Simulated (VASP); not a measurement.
# HfC (Fm-3m) in VASP: a series of runs

The runs below take HfC through single point, with r2SCAN.

Program: VASP 6.6.1. These are calculated values, not measurements. Logs are shortened: lines on timing, memory, paths and dates and some standing lists are left out, and cuts for length are marked.

**1. The cell of the first run**

Symmetry: Fm-3m, No. 225, cubic system. Conventional cell: a = 4.546 Å, b = 4.546 Å, c = 4.546 Å, α = 90.00°, β = 90.00°, γ = 90.00°. Hf (site symmetry m-3m) has 6 C at 2.27 Å within 3.0 Å. Within 3.0 Å of C (site symmetry m-3m) lie 6 Hf at 2.27 Å.

**2. Single point, r2SCAN (11.74 Å³/atom)**

POSCAR reads:

```
HfC
1.0
    0.0000000000      2.2730284707      2.2730284707
    2.2730284707      0.0000000000      2.2730284707
    2.2730284707      2.2730284707      0.0000000000
Hf C
1 1
Direct
    0.5000000000      0.5000000000      0.5000000000
    0.0000000000      0.0000000000      0.0000000000
```

INCAR.step1 reads:

```
SYSTEM = HfC
PREC = Accurate
ENCUT = 520
ISMEAR = 0
SIGMA = 0.1
LREAL = .False.
LASPH = .True.
NELM = 60
NBANDS = 14
GGA = PE
ALGO = Normal
EDIFF = 1E-4
LWAVE = .True.
LCHARG = .False.
```

INCAR.step2 reads:

```
SYSTEM = HfC
PREC = Accurate
ENCUT = 520
EDIFF = 1E-7
ISMEAR = 0
SIGMA = 0.1
LREAL = .False.
LASPH = .True.
NELM = 60
ALGO = Normal
ISIF = 2
LWAVE = .False.
LCHARG = .False.
METAGGA = R2SCAN
LMIXTAU = .True.
NBANDS = 14
ISTART = 1
```

KPOINTS reads:

```
Automatic mesh
0
Gamma
  16 16 16
  0 0 0
```

Potentials or basis: VASP PAW PBE potentials, release 64 (Hf_pv, C).

The run is started by

```bash
$ cat potpaw_PBE.64/Hf_pv/POTCAR potpaw_PBE.64/C/POTCAR > POTCAR
$ cp INCAR.step1 INCAR
$ mpirun -np 1 vasp_std > vasp.out
$ cp INCAR.step2 INCAR
$ mpirun -np 1 vasp_std > vasp.out
```

OUTCAR:

```text
SYSTEM = HfC
   PREC = Accurate
   ENCUT = 520
   EDIFF = 1E-7
   ISMEAR = 0
   LREAL = .False.
   LASPH = .True.
   NELM = 60
   ISIF = 2
   METAGGA = R2SCAN
   ISTART = 1

 ion  position               nearest neighbor table
   1  0.500  0.500  0.500-   2 2.27   2 2.27   2 2.27   2 2.27   2 2.27   2 2.27
   2  0.000  0.000  0.000-   1 2.27   1 2.27   1 2.27   1 2.27   1 2.27   1 2.27

  LATTYP: Found a face centered cubic cell.
 ALAT       =     4.5460569414

  Lattice vectors:

 A1 = (   0.0000000000,   2.2730284707,   2.2730284707)
 A2 = (   2.2730284707,   0.0000000000,   2.2730284707)
 A3 = (   2.2730284707,   2.2730284707,   0.0000000000)

Analysis of symmetry for initial positions (statically):
=====================================================================
 Subroutine PRICEL returns:
 Original cell was already a primitive cell.

 Routine SETGRP: Setting up the symmetry group for a
 face centered cubic supercell.

 Subroutine GETGRP returns: Found 48 space group operations
 (whereof 48 operations were pure point group operations)
 out of a pool of 48 trial point group operations.

The static configuration has the point symmetry O_h .

Analysis of symmetry for dynamics (positions and initial velocities):
=====================================================================
 Subroutine PRICEL returns:
 Original cell was already a primitive cell.

 Routine SETGRP: Setting up the symmetry group for a
 face centered cubic supercell.

 Subroutine GETGRP returns: Found 48 space group operations
 (whereof 48 operations were pure point group operations)
 out of a pool of 48 trial point group operations.

The dynamic configuration has the point symmetry O_h .

 Subroutine INISYM returns: Found 48 space group operations
 (whereof 48 operations are pure point group operations),
 and found     1 'primitive' translations

----------------------------------------------------------------------------------------

                                     Primitive cell

  volume of cell :      23.4879

  direct lattice vectors                    reciprocal lattice vectors
     0.000000000  2.273028471  2.273028471    -0.219970848  0.219970848  0.219970848
     2.273028471  0.000000000  2.273028471     0.219970848 -0.219970848  0.219970848
     2.273028471  2.273028471  0.000000000     0.219970848  0.219970848 -0.219970848

  length of vectors
     3.214547691  3.214547691  3.214547691     0.381000685  0.381000685  0.381000685

  position of ions in fractional coordinates (direct lattice)
     0.500000000  0.500000000  0.500000000
     0.000000000  0.000000000  0.000000000

  ion indices of the primitive-cell ions
   primitive index   ion index
                 1           1
                 2           2

----------------------------------------------------------------------------------------

 KPOINTS: Automatic mesh

Automatic generation of k-mesh.
 Grid dimensions read from file:
 generate k-points for:   16   16   16

 Generating k-lattice:

  Cartesian coordinates                     Fractional coordinates (reciprocal lattice)
    -0.013748178  0.013748178  0.013748178     0.062500000  0.000000000  0.000000000
     0.013748178 -0.013748178  0.013748178     0.000000000  0.062500000  0.000000000
     0.013748178  0.013748178 -0.013748178     0.000000000  0.000000000  0.062500000

  Length of vectors
     0.023812543  0.023812543  0.023812543

  Shift w.r.t. Gamma in fractional coordinates (k-lattice)
     0.000000000  0.000000000  0.000000000

 Subroutine IBZKPT returns following result:
 ===========================================

 Found    145 irreducible k-points:

 Following reciprocal coordinates:
            Coordinates               Weight
  0.000000  0.000000  0.000000      1.000000
  0.062500  0.000000  0.000000      8.000000
  0.125000  0.000000  0.000000      8.000000
  0.187500  0.000000  0.000000      8.000000
  0.250000  0.000000  0.000000      8.000000
  0.312500  0.000000  0.000000      8.000000
[... 16 lines left out ...]
 -0.125000  0.062500  0.000000     24.000000
 -0.062500  0.062500  0.000000     12.000000
 [... further k-points ...]
   k-points           NKPTS =    145   k-points in BZ     NKDIM =    145   number of bands    NBANDS=     14
   number of dos      NEDOS =    301   number of ions     NIONS =      2
   total plane-waves  NPLWV =  13824
   dimension x,y,z NGX =    24 NGY =   24 NGZ =   24
   dimension x,y,z NGXF=    48 NGYF=   48 NGZF=   48
   ions per type =               1   1
   NGX,Y,Z   is equivalent  to a cutoff of  12.41, 12.41, 12.41 a.u.
   NGXF,Y,Z  is equivalent  to a cutoff of  24.82, 24.82, 24.82 a.u.
 SYSTEM =  HfC
   PREC   = accura    normal or accurate (medium, high low for compatibility)
   ISTART =      1    job   : 0-new  1-cont  2-samecut
   ICHARG =      0    charge: 1-file 2-atom 10-const
   ISPIN  =      1    spin polarized calculation?
   LNONCOLLINEAR =      F non collinear calculations
   LSORBIT =      F    spin-orbit coupling
   LASPH  =      T    aspherical Exc in radial PAW
   ENCUT  =  520.0 eV  38.22 Ry    6.18 a.u.   5.98  5.98  5.98*2*pi/ulx,y,z
   NELM   =     60;   NELMIN=  2; NELMDL=  0     # of ELM steps
   EDIFF  = 0.1E-06   stopping-criterion for ELM
   LREAL  =      F    real-space projection
   EDIFFG = 0.1E-05   stopping-criterion for IOM
   NSW    =      0    number of steps for IOM
   IBRION =     -1    ionic relax: 0-MD 1-quasi-New 2-CG
   NFREE  =      0    steps in history (QN), initial steepest desc. (CG)
   ISIF   =      2    stress and relaxation
   ISYM   =      2    0-nonsym 1-usesym 2-fastsym
   POTIM  = 0.5000    time-step for ionic-motion
   TEBEG  =    0.0;   TEEND  =   0.0 temperature during run
   PSTRESS=    0.0 pullay stress
   NELECT =      14.0000    total number of electrons
   NUPDOWN=      -1.0000    fix difference up-down
   EMIN   =  10.00;   EMAX   =-10.00  energy-range for DOS
   EFERMI =   0.00;   METHOD = LEGACY
   ISMEAR =     0;   SIGMA  =   0.10  broadening in eV -4-tet -1-fermi 0-gaus
   EFERMI_NEDOS =   21; number of points for ismear=-14 and -15
   IALGO  =     38    algorithm
   IMIX   =      4    mixing-type and parameters
     AMIX     =   0.40;   BMIX     =  1.00
     AMIX_MAG =   1.60;   BMIX_MAG =  1.00
  volume/ion in A,a.u.               =      11.74        79.25
  Fermi-wavevector in a.u.,A,eV,Ry     =   1.377746  2.603563 25.826379  1.898185
  Thomas-Fermi vector in A             =   2.502871
   LORBIT       =      0    0 simple, 1 ext, 2 COOP (PROOUT), +10 PAW based schemes
   METAGGA = R2SCAN    functional components
   LHFCALC =     F    Hartree Fock is set to
   AEXX    =    0.0000 exact exchange contribution
   IVDW    =     0    specifies the selected vdW correction
   LEPSILON=     F    determine dielectric tensor
   LRPA    =     F    only Hartree local field effects (RPA)
 non-spin polarized calculation
 Gauss-broadening in eV      SIGMA  =   0.10
  energy-cutoff  :      520.00
  volume of cell :       23.49
 maximum number of plane-waves:       648
   NGX = 11   NGY = 11   NGZ = 11

 number of electron      13.9999999 magnetization

 Free energy of the ion-electron system (eV)
  ---------------------------------------------------
  ext. energy  EPLUGINS =         0.00000000
  ---------------------------------------------------
  free energy    TOTEN  =       -57.27401674 eV

  energy without entropy =      -57.27217482  energy(sigma->0) =      -57.27309578

 E-fermi :   6.4107     XC(G=0): -13.4838

 val. band max:        6.4037572369   @ k =   0.4375   0.3750   0.0000
 cond. band min:       6.4497914920   @ k =   0.5000   0.4375   0.0000
 fundamental gap:      0.0460342551
 Fermi energy:         6.4106526496

 k-point     1 :       0.0000    0.0000    0.0000
  band No.  band energies     occupation
      1     -23.9860      2.00000
      2     -23.9860      2.00000
      3     -23.9860      2.00000
      4      -6.9610      2.00000
      5       7.4664      0.00000
      6       7.4664      0.00000
      7       7.4664      0.00000
      8       8.0795      0.00000
      9       8.0795      0.00000
     10       8.0795      0.00000
     11      10.1845      0.00000
     12      10.1846      0.00000
     13      14.7433      0.00000
     14      18.3796      0.00000

 k-point     2 :       0.0625    0.0000    0.0000
  band No.  band energies     occupation
      1     -24.0228      2.00000
      2     -23.9892      2.00000
      3     -23.9892      2.00000
      4      -6.8490      2.00000
      5       6.7083      0.00003
      6       6.9167      0.00000
      7       6.9167      0.00000
      8       8.3049      0.00000
      9       8.3049      0.00000
     10       8.5845      0.00000
     11      10.7396      0.00000
     12      10.7396      0.00000
     13      14.9722      0.00000
     14      18.6896      0.00000

 k-point     3 :       0.1250    0.0000    0.0000
  band No.  band energies     occupation
      1     -24.1259      2.00000
      2     -23.9982      2.00000
      3     -23.9982      2.00000
      4      -6.5231      2.00000
      5       5.5617      2.00000
      6       6.0208      2.00000
      7       6.0208      2.00000
      8       8.6825      0.00000
      9       8.6825      0.00000
     10       9.0749      0.00000
     11      11.9393      0.00000
     12      11.9393      0.00000
     13      15.5723      0.00000
     14      19.5514      0.00000
[... 324 lines left out ...]
 k-point    23 :      -0.1250    0.0625    0.0000
  band No.  band energies     occupation
      1     -24.1854      2.00000
      2     -24.0313      2.00000
      3     -23.9930      2.00000
      4      -6.2840      2.00000
      5       4.9179      2.00000
      6       5.4099      2.00000
      7       5.7789      2.00000
      8       8.5735      0.00000
      9       9.2376      0.00000
     10       9.5868      0.00000
     11      11.7345      0.00000
     12      13.2274      0.00000
     13      16.0367      0.00000
     14      19.6035      0.00000

 k-point    24 :      -0.0625    0.0625    0.0000
  band No.  band energies     occupation
      1     -24.0733      2.00000
      2     -24.0092      2.00000
      3     -23.9876      2.00000
      4      -6.6672      2.00000
      5       5.9861      2.00000
      6       6.2518      1.97532
      7       6.4709      0.39417
      8       8.2590      0.00000
      9       8.9085      0.00000
     10       8.9687      0.00000
     11      10.8706      0.00000
     12      11.8551      0.00000
     13      15.3463      0.00000
     14      19.1814      0.00000

 [... further k-points ...]
[... 5 lines left out ...]
  --------------------------------------------------------------------------------------
  -------------------------------------------------------------------------------------
  Total        2.3913888      2.3913888      2.3913888      0.0000000      0.0000000     -0.0000000
  in kB      163.1233596    163.1233596    163.1233596      0.0000000      0.0000000     -0.0000000
  external PRESSURE =     163.1233596 kB  Pullay stress =       0.0000000 kB

 VOLUME and BASIS-vectors are now :
 -----------------------------------------------------------------------------
  energy-cutoff  :      520.00
  volume of cell :       23.49
      direct lattice vectors                 reciprocal lattice vectors
     0.000000000  2.273028471  2.273028471    -0.219970848  0.219970848  0.219970848
     2.273028471  0.000000000  2.273028471     0.219970848 -0.219970848  0.219970848
     2.273028471  2.273028471  0.000000000     0.219970848  0.219970848 -0.219970848

 POSITION                                       TOTAL-FORCE (eV/Angst)
 -----------------------------------------------------------------------------------
      2.27303      2.27303      2.27303         0.000000      0.000000      0.000000
      0.00000      0.00000      0.00000        -0.000000     -0.000000     -0.000000
 -----------------------------------------------------------------------------------
    total drift:                                0.000000     -0.000000      0.000000

  FREE ENERGIE OF THE ION-ELECTRON SYSTEM (eV)
  ---------------------------------------------------
  free  energy   TOTEN  =       -57.2740167436 eV

  energy  without entropy=      -57.2721748218  energy(sigma->0) =      -57.27309578
```

It took 3.7 min on 1 thread of Intel Xeon 8259CL, shared host; peak memory 0.18 GiB.

What came out:

* Free energy: -57.2740 eV
* Pressure: 16.3 GPa
* Band gap on the k mesh: zero (bands 7 and 8 overlap by 1.51 eV)

Levels at points of the mesh, in eV from the Fermi level:
```tsv
k point	band 3	band 4	band 5	band 6	band 7	band 8	band 9	band 10	band 11	band 12
(0.00, 0.00, 0.00)	-30.40	-13.37	1.06	1.06	1.06	1.67	1.67	1.67	3.77	3.77
(0.50, 0.00, 0.00)	-30.48	-9.21	-6.63	-3.39	-3.39	6.08	6.08	6.67	7.35	12.87
(0.50, 0.50, 0.00)	-30.69	-11.47	-2.71	-1.86	-0.08	-0.08	5.89	7.65	7.65	10.05
```

Caveat: the cell stands under pressure; the PAW data sets were made with another functional, which shifts forces and pressure a little; spin-orbit coupling is left out, which moves the levels of the heavy elements.

**3. Single point, r2SCAN (12.12 Å³/atom)**

This run uses another cell than the first one, of 12.12 Å³/atom.

POSCAR reads:

```
HfC
1.0
    0.0000000000      2.2969568446      2.2969568446
    2.2969568446      0.0000000000      2.2969568446
    2.2969568446      2.2969568446      0.0000000000
Hf C
1 1
Direct
    0.5000000000      0.5000000000      0.5000000000
    0.0000000000      0.0000000000      0.0000000000
```

INCAR.step1 is that of step 2.

Edit INCAR.step2 of step 2 so:

```diff
@@ -3,3 +3,3 @@
 ENCUT = 520
-EDIFF = 1E-7
+EDIFF = 1E-6
 ISMEAR = 0
```

KPOINTS is that of step 2.

Potentials or basis: VASP PAW PBE potentials, release 64 (Hf_pv, C).

The run is started by

```bash
$ cat potpaw_PBE.64/Hf_pv/POTCAR potpaw_PBE.64/C/POTCAR > POTCAR
$ cp INCAR.step1 INCAR
$ mpirun -np 1 vasp_std > vasp.out
$ cp INCAR.step2 INCAR
$ mpirun -np 1 vasp_std > vasp.out
```

It took 2.5 min on 1 thread of Intel Xeon 8259CL, shared host; peak memory 0.18 GiB.

Results (log left out):

```yaml
Free_energy: -57.3281 eV
Pressure: 7.0 GPa
Band_gap_on_the_k_mesh: zero (bands 7 and 8 overlap by 1.46 eV)
```

Levels at points of the mesh, in eV from the Fermi level:
```csv
k point,band 3,band 4,band 5,band 6,band 7,band 8,band 9,band 10,band 11,band 12
"(0.00, 0.00, 0.00)",-30.56,-13.21,1.04,1.04,1.04,1.66,1.66,1.66,3.67,3.67
"(0.50, 0.00, 0.00)",-30.63,-9.25,-6.48,-3.27,-3.27,5.89,5.89,6.46,7.18,12.43
"(0.50, 0.50, 0.00)",-30.82,-11.32,-2.75,-1.74,-0.12,-0.12,5.70,7.38,7.38,9.62
```

Caveat: the cell stands under pressure; the PAW data sets were made with another functional, which shifts forces and pressure a little; spin-orbit coupling is left out, which moves the levels of the heavy elements.
